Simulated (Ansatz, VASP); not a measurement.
**InSb in VASP and in Ansatz**

```
CELL_PARAMETERS angstrom
0.00000 3.14193 3.23910
3.14193 0.00000 3.23910
3.14193 3.14193 0.00000
ATOMIC_POSITIONS crystal
In 0.00000 0.00000 0.00000
Sb 0.75000 0.75000 0.75000
```

Change from the starting cell: equal xx and yy strain of -3 %, crystal datasets.

Alike in both runs: task electric field gradients; functional PBE; k mesh 10 × 10 × 10; occupations fermi-dirac, width 0.03 eV; no spin polarisation.

|  | VASP | Ansatz |
| --- | --- | --- |
| version | VASP 6.6.1 | Ansatz 0.2.0 |
| potentials or method | VASP PAW PBE potentials, release 64 (In_d, Sb), cutoff 400 eV | all-electron PAW with datasets made for the crystal, scalar-relativistic |

VASP gave:

```
pressure (GPa)                                                : 6.7
traceless stress, the component that is largest in VASP (GPa) : -0.53
size of Vzz on the site where it differs most (V/Å²)          : 9.7
```

Question: Estimate Ansatz's values.

Answer: Pressure (GPa): 6.7; traceless stress, the component that is largest in VASP (GPa): -0.53; size of Vzz on the site where it differs most (V/Å²): 10.5.

Ansatz ran all-electron here, and VASP with PAW potentials.

Neither program's run includes spin-orbit coupling.
